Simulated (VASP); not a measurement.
# AlN (Cmcm) in VASP: further runs

The runs below take AlN through single point, with PBE.

All numbers are computed with VASP 6.6.1; they aren't measurements. Logs are shortened: lines on timing, memory, paths and dates and some standing lists are left out, and cuts for length are marked.

### Step 1. The cell of the first run

It takes space group Cmcm (No. 63, orthorhombic). The conventional cell has a = 4.071 Å, b = 4.071 Å, c = 4.071 Å, α = 90.00°, β = 90.00°, γ = 90.00°. Within 2.6 Å of Al (site symmetry m2m) lie 6 N at 1.96 to 2.11 Å. Within 2.6 Å of N (site symmetry m2m) lie 6 Al at 1.96 to 2.11 Å.

### Step 2. Single point, PBE

INCAR

```
ALGO = Normal
EDIFF = 1E-6
ENCUT = 520
GGA = PE
ISIF = 2
ISMEAR = 0
LASPH = True
LCHARG = False
LREAL = False
LWAVE = False
NBANDS = 16
NELM = 80
PREC = Accurate
SIGMA = 0.05
```

KPOINTS

```
k-points
0
Gamma
  8 8 6
```

POSCAR

```
AlN
1.0
    0.0000000000     -2.0353166207     -2.0353166207
    0.0000000000      2.0353166207     -2.0353166207
    4.0706332413      0.0000000000      0.0000000000
Al N
2 2
Direct
    0.5289881188      0.4710118812      0.0000000000
   -0.0289881188      0.0289881188      0.5000000000
    0.4894833559      0.5105166441      0.5000000000
    0.0105166441      0.9894833559      0.0000000000
```

Potentials or basis: VASP PAW PBE potentials, release 64 (Al, N).

Started as:

```console
$ cat potpaw_PBE.64/Al/POTCAR potpaw_PBE.64/N/POTCAR > POTCAR
$ mpirun -np 1 vasp_std > vasp.out
```

OUTCAR:

```text
EDIFF = 1E-6
   ENCUT = 520
   GGA = PE
   ISIF = 2
   ISMEAR = 0
   LASPH = True
   LREAL = False
   NELM = 80
   PREC = Accurate

 ion  position               nearest neighbor table
   1  0.529  0.471  0.000-   4 1.96   4 2.04   4 2.04   3 2.04   3 2.04   4 2.11   2 2.72   2 2.72
                             2 2.89   2 2.89   2 2.89   2 2.89   2 3.05   2 3.05
   2  0.971  0.029  0.500-   3 1.96   3 2.04   3 2.04   4 2.04   4 2.04   3 2.11   1 2.72   1 2.72
                             1 2.89   1 2.89   1 2.89   1 2.89   1 3.05   1 3.05
   3  0.489  0.511  0.500-   2 1.96   2 2.04   2 2.04   1 2.04   1 2.04   2 2.11
   4  0.011  0.989  0.000-   1 1.96   1 2.04   1 2.04   2 2.04   2 2.04   1 2.11

  LATTYP: Found a simple tetragonal cell.
 ALAT       =     2.8783723687
 C/A-ratio  =     1.4142135623

  Lattice vectors:

 A1 = (   0.0000000000,  -2.0353166207,  -2.0353166207)
 A2 = (   0.0000000000,   2.0353166207,  -2.0353166207)
 A3 = (   4.0706332413,   0.0000000000,   0.0000000000)

Analysis of symmetry for initial positions (statically):
=====================================================================
 Subroutine PRICEL returns:
 Original cell was already a primitive cell.

 Routine SETGRP: Setting up the symmetry group for a
 simple tetragonal supercell.

 Subroutine GETGRP returns: Found  8 space group operations
 (whereof  4 operations were pure point group operations)
 out of a pool of 16 trial point group operations.

The static configuration has the point symmetry C_2v.
 The point group associated with its full space group is D_2h.

Analysis of symmetry for dynamics (positions and initial velocities):
=====================================================================
 Subroutine PRICEL returns:
 Original cell was already a primitive cell.

 Routine SETGRP: Setting up the symmetry group for a
 simple tetragonal supercell.

 Subroutine GETGRP returns: Found  8 space group operations
 (whereof  4 operations were pure point group operations)
 out of a pool of 16 trial point group operations.

The dynamic configuration has the point symmetry C_2v.
 The point group associated with its full space group is D_2h.

 Subroutine INISYM returns: Found  8 space group operations
 (whereof  4 operations are pure point group operations),
 and found     1 'primitive' translations

----------------------------------------------------------------------------------------

[... 86 lines left out ...]
 SYSTEM =  unknown system
   PREC   = accura    normal or accurate (medium, high low for compatibility)
   ISTART =      0    job   : 0-new  1-cont  2-samecut
   ICHARG =      2    charge: 1-file 2-atom 10-const
   ISPIN  =      1    spin polarized calculation?
   LNONCOLLINEAR =      F non collinear calculations
   LSORBIT =      F    spin-orbit coupling
   LASPH  =      T    aspherical Exc in radial PAW
   ENCUT  =  520.0 eV  38.22 Ry    6.18 a.u.   5.35  5.35  7.57*2*pi/ulx,y,z
   NELM   =     80;   NELMIN=  2; NELMDL= -5     # of ELM steps
   EDIFF  = 0.1E-05   stopping-criterion for ELM
   LREAL  =      F    real-space projection
[... 7 lines left out ...]
   TEBEG  =    0.0;   TEEND  =   0.0 temperature during run
   PSTRESS=    0.0 pullay stress
   NELECT =      16.0000    total number of electrons
   NUPDOWN=      -1.0000    fix difference up-down
   EMIN   =  10.00;   EMAX   =-10.00  energy-range for DOS
   EFERMI =   0.00;   METHOD = LEGACY
   ISMEAR =     0;   SIGMA  =   0.05  broadening in eV -4-tet -1-fermi 0-gaus
   EFERMI_NEDOS =   21; number of points for ismear=-14 and -15
   IALGO  =     38    algorithm
   IMIX   =      4    mixing-type and parameters
     AMIX     =   0.40;   BMIX     =  1.00
     AMIX_MAG =   1.60;   BMIX_MAG =  1.00
  volume/ion in A,a.u.               =       8.43        56.90
  Fermi-wavevector in a.u.,A,eV,Ry     =   1.276820  2.412839 22.181144  1.630268
  Thomas-Fermi vector in A             =   2.409454
   LORBIT       =      0    0 simple, 1 ext, 2 COOP (PROOUT), +10 PAW based schemes
   GGA     = PE    functional components
   LHFCALC =     F    Hartree Fock is set to
   AEXX    =    0.0000 exact exchange contribution
   IVDW    =     0    specifies the selected vdW correction
   LEPSILON=     F    determine dielectric tensor
   LRPA    =     F    only Hartree local field effects (RPA)
 non-spin polarized calculation
 Gauss-broadening in eV      SIGMA  =   0.05
  energy-cutoff  :      520.00
  volume of cell :       33.73
 maximum number of plane-waves:       928
 NGX is ok and might be reduce to    24
   NGX = 11   NGY = 11   NGZ = 15

 number of electron      16.0000004 magnetization

 Free energy of the ion-electron system (eV)
  ---------------------------------------------------
  ext. energy  EPLUGINS =         0.00000000
  ---------------------------------------------------
  free energy    TOTEN  =       -28.93946220 eV

  energy without entropy =      -28.93946220  energy(sigma->0) =      -28.93946220

 E-fermi :   9.9992     XC(G=0): -12.1897

 val. band max:        9.7128827476   @ k =   0.0000   0.0000   0.0000
 cond. band min:      14.0473976727   @ k =   0.5000   0.5000   0.0000
 fundamental gap:      4.3345149251
 Fermi energy:         9.9992061741

 k-point     1 :       0.0000    0.0000    0.0000
  band No.  band energies     occupation
      1      -7.6733      2.00000
      2      -3.5453      2.00000
      3       2.4601      2.00000
      4       6.9544      2.00000
      5       6.9633      2.00000
      6       9.6444      2.00000
[... 433 lines left out ...]
      3       2.9997      2.00000
      4       5.2272      2.00000
      5       6.0345      2.00000
      6       7.5742      2.00000
[... 8 lines left out ...]
     15      22.3587      0.00000
     16      23.7240      0.00000

 [... further k-points ...]
[... 5 lines left out ...]
  --------------------------------------------------------------------------------------
  -------------------------------------------------------------------------------------
  Total        0.2882709      0.5905482     -0.2374055      0.0000000      0.0000000      0.0000000
  in kB       13.6947903     28.0549842    -11.2783465      0.0000000      0.0000000      0.0000000
  external PRESSURE =      10.1571427 kB  Pullay stress =       0.0000000 kB

 VOLUME and BASIS-vectors are now :
 -----------------------------------------------------------------------------
  energy-cutoff  :      520.00
  volume of cell :       33.73
      direct lattice vectors                 reciprocal lattice vectors
     0.000000000 -2.035316621 -2.035316621     0.000000000 -0.245662024 -0.245662024
     0.000000000  2.035316621 -2.035316621     0.000000000  0.245662024 -0.245662024
     4.070633241  0.000000000  0.000000000     0.245662024  0.000000000  0.000000000

 POSITION                                       TOTAL-FORCE (eV/Angst)
 -----------------------------------------------------------------------------------
      0.00000     -0.11800     -2.03532         0.000000      1.232247      0.000000
      2.03532     -1.91732     -2.03532         0.000000     -1.232247      0.000000
      2.03532      0.04281     -2.03532         0.000000     -0.201342      0.000000
      0.00000      1.99251     -2.03532         0.000000      0.201342      0.000000
 -----------------------------------------------------------------------------------
    total drift:                               -0.000000     -0.000000      0.000000

  FREE ENERGIE OF THE ION-ELECTRON SYSTEM (eV)
  ---------------------------------------------------
  free  energy   TOTEN  =       -28.9394622014 eV

  energy  without entropy=      -28.9394622014  energy(sigma->0) =      -28.93946220
```

OSZICAR:

```text
N       E                     dE             d eps       ncg     rms          rms(c)
DAV:   1     0.346155320357E+02    0.34616E+02   -0.73206E+03  2688   0.922E+02
DAV:   2    -0.297640217266E+02   -0.64380E+02   -0.58668E+02  3904   0.181E+02
DAV:   3    -0.323834185923E+02   -0.26194E+01   -0.26113E+01  3168   0.364E+01
DAV:   4    -0.323950007295E+02   -0.11582E-01   -0.11581E-01  3416   0.276E+00
DAV:   5    -0.323951099992E+02   -0.10927E-03   -0.10927E-03  3160   0.278E-01    0.106E+01
DAV:   6    -0.289613575223E+02    0.34338E+01   -0.69628E+00  3384   0.199E+01    0.363E+00
DAV:   7    -0.289535858406E+02    0.77717E-02   -0.53174E-01  2840   0.533E+00    0.261E+00
DAV:   8    -0.289428358356E+02    0.10750E-01   -0.43061E-02  2920   0.183E+00    0.547E-01
DAV:   9    -0.289393325970E+02    0.35032E-02   -0.71368E-03  3456   0.688E-01    0.216E-01
DAV:  10    -0.289395257063E+02   -0.19311E-03   -0.11947E-03  3336   0.239E-01    0.102E-01
DAV:  11    -0.289394614353E+02    0.64271E-04   -0.17883E-04  3328   0.107E-01    0.155E-02
DAV:  12    -0.289394624989E+02   -0.10636E-05   -0.75417E-06  3152   0.227E-02    0.588E-03
DAV:  13    -0.289394622014E+02    0.29745E-06   -0.60962E-07  1872   0.695E-03
   1 F= -.28939462E+02 E0= -.28939462E+02  d E =-.422618E-18
```

stdout:

```text
POSCAR found type information on POSCAR AlN
 POSCAR found :  2 types and       4 ions
 scaLAPACK will be used
 LDA part: xc-table for (Slater+PW92), standard interpolation
 POSCAR, INCAR and KPOINTS ok, starting setup
 FFT: planning ... GRIDC
 FFT: planning ... GRID_SOFT
 FFT: planning ... GRID
 WAVECAR not read
 entering main loop
```

Run time: 23 s. Hardware: 1 thread of Intel Xeon Platinum 8259CL at 2.50GHz (Skylake/Cascade Lake), shared host; peak memory 0.16 GiB.

What came out:

```
Free energy            : -28.9395 eV
Pressure               : 1.0 GPa
Largest force          : 1.232 eV/Å
Band gap on the k mesh : 4.33 eV, indirect (least direct gap 4.42 eV)
```

Forces in eV/Å, atoms in the order of the input:
```
Al   0.000  1.232  0.000
Al   0.000 -1.232  0.000
N    0.000 -0.201  0.000
N    0.000  0.201  0.000
```

Caveat: forces of over 1 eV/Å act on the atoms, so gaps and moduli don't describe the material at rest. As with any semilocal functional, this PBE gap is likely too small.

### Step 3. Single point, PBE

INCAR

```
SYSTEM = AlN
PREC = Accurate
ENCUT = 520
EDIFF = 1E-6
ISMEAR = 0
SIGMA = 0.05
LREAL = .False.
LASPH = .True.
NELM = 80
ALGO = Normal
ISIF = 2
LWAVE = .False.
LCHARG = .False.
GGA = PE
NBANDS = 16
```

KPOINTS

```
regular mesh
0
Gamma
  8 8 6
  0 0 0
```

POSCAR

```
AlN
1.0
    0.0000000000     -2.0353166207     -2.0353166207
    0.0000000000      2.0353166207     -2.0353166207
    4.0706332413      0.0000000000      0.0000000000
Al N
2 2
Direct
    0.5231904950      0.4768095050      0.0000000000
   -0.0231904950      0.0231904950      0.5000000000
    0.4915866847      0.5084133153      0.5000000000
    0.0084133153      0.9915866847      0.0000000000
```

Potentials or basis: VASP PAW PBE potentials, release 64 (Al, N).

Started as:

```console
$ cat potpaw_PBE.64/Al/POTCAR potpaw_PBE.64/N/POTCAR > POTCAR
$ mpirun -np 1 vasp_std > vasp.out
```

It took 24 s on 1 thread of Intel Xeon Platinum 8259CL at 2.50GHz (Skylake/Cascade Lake), shared host; peak memory 0.16 GiB.

The run converged. Its results:

```
Free energy            : -28.9947 eV
Pressure               : 0.5 GPa
Largest force          : 0.974 eV/Å
Band gap on the k mesh : 4.36 eV, indirect (least direct gap 4.41 eV)
```

Forces in eV/Å, atoms in the order of the input:
```
Al   0.000  0.974  0.000
Al   0.000 -0.974  0.000
N    0.000 -0.168  0.000
N    0.000  0.168  0.000
```

Stress tensor (GPa, compression positive):
```
 0.76  0.00  0.00
 0.00  1.70  0.00
 0.00  0.00 -0.83
```

Levels at points of the mesh, in eV from the valence-band top:
```
           k point  band 4  band 5  band 6  band 7  band 8  band 9  band 10  band 11  band 12  band 13
(0.00, 0.00, 0.00)   -2.75   -2.75   -0.04   -0.02    0.00    4.41     5.33     5.34    11.79    12.08
(0.50, 0.00, 0.00)   -5.86   -4.07   -4.05   -1.12   -1.08    8.02     8.34    10.02    10.10    10.39
(0.50, 0.50, 0.00)   -7.25   -2.76   -2.75   -2.75   -2.74    4.36     4.40     5.27     5.33    13.76
(0.00, 0.00, 0.50)   -3.80   -1.60   -1.60   -1.60   -1.60    7.46     7.46     7.47     7.47    10.93
(0.50, 0.00, 0.50)   -8.18   -1.05   -1.05   -1.04   -1.04    5.96     5.96    10.79    10.79    10.82
(0.50, 0.50, 0.50)   -5.60   -5.60   -5.60   -3.86   -3.86    7.84     7.84    10.51    10.51    10.59
```

A k mesh can miss the band edges. A hybrid or GW would open this gap; PBE tends to underestimate it.

### Step 4. Single point, PBE

This run uses another cell than the first one, of 8.64 Å³/atom, 1.025 times its volume.

INCAR

```
SYSTEM = AlN
PREC = Accurate
ENCUT = 520
EDIFF = 1E-6
ISMEAR = 0
SIGMA = 0.05
LREAL = .False.
LASPH = .True.
NELM = 60
ALGO = Normal
ISIF = 2
LWAVE = .False.
LCHARG = .True.
GGA = PE
LELF = .True.
LVHAR = .True.
NBANDS = 16
```

KPOINTS is that of step 3.

POSCAR

```
AlN
1.0
    0.0000000000     -2.0522097487     -2.0522097487
    0.0000000000      2.0522097487     -2.0522097487
    4.1044194972      0.0000000000      0.0000000000
Al N
2 2
Direct
    0.5289881188      0.4710118812      0.0000000000
   -0.0289881188      0.0289881188      0.5000000000
    0.4894833559      0.5105166441      0.5000000000
    0.0105166441      0.9894833559      0.0000000000
```

Potentials or basis: VASP PAW PBE potentials, release 64 (Al, N).

Started as:

```console
$ cat potpaw_PBE.64/Al/POTCAR potpaw_PBE.64/N/POTCAR > POTCAR
$ mpirun -np 1 vasp_std > vasp.out
```

OUTCAR:

```text
SYSTEM = AlN
   PREC = Accurate
   ENCUT = 520
   EDIFF = 1E-6
   ISMEAR = 0
   LREAL = .False.
   LASPH = .True.
   NELM = 60
   ISIF = 2
   GGA = PE

 ion  position               nearest neighbor table
   1  0.529  0.471  0.000-   4 1.98   4 2.05   4 2.05   3 2.06   3 2.06   4 2.13   2 2.74   2 2.74
                             2 2.91   2 2.91   2 2.91   2 2.91   2 3.08   2 3.08
   2  0.971  0.029  0.500-   3 1.98   3 2.05   3 2.05   4 2.06   4 2.06   3 2.13   1 2.74   1 2.74
                             1 2.91   1 2.91   1 2.91   1 2.91   1 3.08   1 3.08
   3  0.489  0.511  0.500-   2 1.98   2 2.05   2 2.05   1 2.06   1 2.06   2 2.13
   4  0.011  0.989  0.000-   1 1.98   1 2.05   1 2.05   2 2.06   2 2.06   1 2.13

[... 661 lines left out ...]
  -------------------------------------------------------------------------------------
  Total       -0.9872784     -0.7188288     -1.5075057      0.0000000      0.0000000      0.0000000
  in kB      -45.7535701    -33.3127767    -69.8625332      0.0000000      0.0000000      0.0000000
  external PRESSURE =     -49.6429600 kB  Pullay stress =       0.0000000 kB

 VOLUME and BASIS-vectors are now :
 -----------------------------------------------------------------------------
  energy-cutoff  :      520.00
  volume of cell :       34.57
      direct lattice vectors                 reciprocal lattice vectors
     0.000000000 -2.052209749 -2.052209749     0.000000000 -0.243639813 -0.243639813
     0.000000000  2.052209749 -2.052209749     0.000000000  0.243639813 -0.243639813
     4.104419497  0.000000000  0.000000000     0.243639813  0.000000000  0.000000000

 POSITION                                       TOTAL-FORCE (eV/Angst)
 -----------------------------------------------------------------------------------
      0.00000     -0.11898     -2.05221         0.000000      1.144435      0.000000
      2.05221     -1.93323     -2.05221         0.000000     -1.144435      0.000000
      2.05221      0.04316     -2.05221         0.000000     -0.254840      0.000000
      0.00000      2.00905     -2.05221         0.000000      0.254840      0.000000
 -----------------------------------------------------------------------------------
    total drift:                               -0.000000     -0.000000      0.000000

  FREE ENERGIE OF THE ION-ELECTRON SYSTEM (eV)
  ---------------------------------------------------
  free  energy   TOTEN  =       -28.9292767061 eV

  energy  without entropy=      -28.9292767061  energy(sigma->0) =      -28.92927671
```

OSZICAR:

```text
N       E                     dE             d eps       ncg     rms          rms(c)
DAV:   1     0.326687024335E+02    0.32669E+02   -0.72187E+03  2688   0.918E+02
DAV:   2    -0.296692891850E+02   -0.62338E+02   -0.56772E+02  3816   0.178E+02
DAV:   3    -0.323331104288E+02   -0.26638E+01   -0.26538E+01  3296   0.364E+01
DAV:   4    -0.323454827811E+02   -0.12372E-01   -0.12371E-01  3200   0.283E+00
DAV:   5    -0.323455990779E+02   -0.11630E-03   -0.11630E-03  3336   0.285E-01    0.105E+01
DAV:   6    -0.289477847595E+02    0.33978E+01   -0.70013E+00  3352   0.198E+01    0.356E+00
DAV:   7    -0.289442109189E+02    0.35738E-02   -0.50915E-01  2832   0.521E+00    0.257E+00
DAV:   8    -0.289326967706E+02    0.11514E-01   -0.45492E-02  2952   0.188E+00    0.565E-01
DAV:   9    -0.289291401197E+02    0.35567E-02   -0.71372E-03  3416   0.688E-01    0.220E-01
DAV:  10    -0.289293429651E+02   -0.20285E-03   -0.12388E-03  3344   0.241E-01    0.103E-01
DAV:  11    -0.289292758417E+02    0.67123E-04   -0.18073E-04  3312   0.106E-01    0.159E-02
DAV:  12    -0.289292770341E+02   -0.11924E-05   -0.76742E-06  3112   0.227E-02    0.595E-03
DAV:  13    -0.289292767061E+02    0.32798E-06   -0.64016E-07  1888   0.708E-03
   1 F= -.28929277E+02 E0= -.28929277E+02  d E =-.467326E-11
```

Wall time 25 s (1 thread of Intel Xeon Platinum 8259CL at 2.50GHz (Skylake/Cascade Lake), shared host); peak memory 0.17 GiB.

What came out:

* Free energy: -28.9293 eV
* Pressure: -5.0 GPa
* Largest force: 1.144 eV/Å
* Band gap on the k mesh: 4.10 eV, indirect (least direct gap 4.19 eV)

Forces in eV/Å, atoms in the order of the input:
```
Al   0.000  1.144  0.000
Al   0.000 -1.144  0.000
N    0.000 -0.255  0.000
N    0.000  0.255  0.000
```

Levels at points of the mesh, in eV from the valence-band top:
| k point | band 4 | band 5 | band 6 | band 7 | band 8 | band 9 | band 10 | band 11 | band 12 | band 13 |
| --- | --- | --- | --- | --- | --- | --- | --- | --- | --- | --- |
| (0.00, 0.00, 0.00) | -2.70 | -2.69 | -0.07 | -0.02 | 0.00 | 4.19 | 4.97 | 5.36 | 11.53 | 11.98 |
| (0.50, 0.00, 0.00) | -5.77 | -3.98 | -3.94 | -1.09 | -1.04 | 7.79 | 8.16 | 9.72 | 9.76 | 10.06 |
| (0.50, 0.50, 0.00) | -7.09 | -2.70 | -2.70 | -2.69 | -2.68 | 4.10 | 4.17 | 5.26 | 5.36 | 13.43 |
| (0.00, 0.00, 0.50) | -3.77 | -1.57 | -1.57 | -1.56 | -1.56 | 7.18 | 7.18 | 7.44 | 7.44 | 10.64 |
| (0.50, 0.00, 0.50) | -8.03 | -1.01 | -1.01 | -0.99 | -0.99 | 5.79 | 5.79 | 10.56 | 10.56 | 10.62 |
| (0.50, 0.50, 0.50) | -5.47 | -5.47 | -5.47 | -3.80 | -3.80 | 7.57 | 7.57 | 10.31 | 10.31 | 10.44 |

Caveat: forces of over 1 eV/Å act on the atoms, so gaps and moduli don't describe the material at rest.
